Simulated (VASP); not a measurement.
## Bi2Te3: single point with PBE

Bi2Te3:

```
Bi Te
1.0
     4.47153    0.00000    0.00000
    -2.23577    9.92045    0.00000
     2.23577    0.50387    3.83954
Bi Te
2 3
Direct
  0.38148 0.57223 0.80926
  0.19854 0.79781 0.40073
  0.78994 0.18491 0.60503
  0.59265 0.38897 0.20368
  0.98739 0.98108 0.00631
```

| Property | Result |
| --- | --- |
| Program | VASP 6.6.1 |
| Task | single point |
| Functional | PBE |
| Potentials or basis | VASP PAW PBE potentials, release 64 (Bi_d, Te) |
| Cutoff | 520 eV |
| k mesh | 8 × 4 × 9 |
| Occupations | gaussian, width 0.1 eV |
| Spin | no spin polarisation |

```
Pressure               : -0.1 GPa
Largest force          : 0.009 eV/Å
Band gap on the k mesh : zero (bands 24 and 25 overlap by 0.03 eV)
```

Forces on the atoms (eV/Å):
```
Bi   0.006 -0.002  0.005
Bi  -0.006  0.001 -0.005
Te   0.000  0.002  0.000
Te  -0.002 -0.008 -0.003
Te   0.002  0.008  0.003
```

Stress tensor (GPa, compression positive):
```
-0.17  0.04 -0.03
 0.04 -0.06  0.03
-0.03  0.03 -0.04
```

Levels at points of the mesh, in eV from the Fermi level:
| k point | band 22 | band 23 | band 24 | band 25 | band 26 | band 27 |
| --- | --- | --- | --- | --- | --- | --- |
| (0.00, 0.00, 0.00) | -0.55 | -0.55 | -0.48 | -0.04 | 0.12 | 0.12 |
| (0.50, 0.00, 0.00) | -1.79 | -1.43 | -0.22 | 0.15 | 1.65 | 1.67 |
| (0.00, 0.50, 0.00) | -1.23 | -0.89 | -0.88 | 0.74 | 0.83 | 0.83 |
| (0.50, 0.50, 0.00) | -2.36 | -0.38 | -0.12 | -0.05 | 0.23 | 2.47 |

Run time: 8.4 min on 1 thread of Intel(R) Xeon(R) 6975P-C (Granite Rapids), on a shared host, peak memory 0.77 GiB.

Caveat: spin-orbit coupling is left out, which moves the levels of the heavy elements.
